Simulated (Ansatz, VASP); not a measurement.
**Two plane-wave programs on SnO**

INCAR

```
  PREC = Accurate
  ENCUT = 520
  EDIFF = 1E-6
  ISMEAR = -1
  SIGMA = 0.05
  LREAL = False
  LASPH = True
  NELM = 100
  ALGO = Normal
  ISIF = 2
  LWAVE = False
  LCHARG = False
  GGA = PE
  NBANDS = 28
```

KPOINTS

```
Automatic mesh
0
Gamma
  8 5 6
```

Contents of POSCAR:

```
SnO
1.0
    3.4208061173      0.0000000000      0.0000000000
    0.0000000000      5.7853891942      0.0000000000
    0.0000000000      0.0000000000      4.3047747479
Sn O
2 2
Direct
    0.5000000000      0.7680910000      0.0131440000
    0.0000000000      0.2319090000      0.5131440000
    0.5000000000      0.1087500000      0.2368570000
    0.0000000000      0.8912500000      0.7368570000
```

The input input.yaml:

```yaml
crystal:
  lattice:
    - [3.4208061173, 0.0, 0.0]
    - [0.0, 5.7853891942, 0.0]
    - [0.0, 0.0, 4.3047747479]
  atoms:
    - { symbol: Sn, position: [0.5, 0.768091, 0.013144] }
    - { symbol: Sn, position: [0.0, 0.231909, 0.513144] }
    - { symbol: O, position: [0.5, 0.10875, 0.236857] }
    - { symbol: O, position: [0.0, 0.89125, 0.736857] }
hamiltonian:
  xc: pbe
  pseudopotentials: { kind: paw }
kpoints:
  mp_grid: { grid: [8, 5, 6] }
scf:
  occupations: { method: fermi_dirac, width: 0.05 }
output:
  forces: true
  stress: true
  eigenvalues: true
```

Alike in both runs: task single point; functional PBE; k mesh 8 × 5 × 6; occupations fermi-dirac, width 0.05 eV; no spin polarisation.

|  | VASP | Ansatz |
| --- | --- | --- |
| version | VASP 6.6.1 | Ansatz 0.2.0 |
| potentials or method | VASP PAW PBE potentials, release 64 (Sn_d, O) | Ansatz PAW |
| plane-wave cutoff (eV) | 520 | 420 |
| valence electrons in the cell | 40 | 40 |

```tsv
	VASP	Ansatz	Ansatz less VASP
gap on the k mesh at the Fermi level (eV)	1.57	1.58	+0.010
least direct gap on the mesh (eV)	2.16	2.17	+0.010
pressure (GPa)	-3.4	-3.5	-0.15
traceless stress, the component that is largest in VASP (GPa)	0.72	0.78	+0.052
rms of the force components (eV/Å)	0.337	0.365	+0.0282
```

Atom by atom the forces differ by 0.029 eV/Å (rms over components).

Noted on Ansatz's run: odd divisions of the mesh miss points on the zone boundary, where band edges often lie, so the gap on the mesh can be too wide.
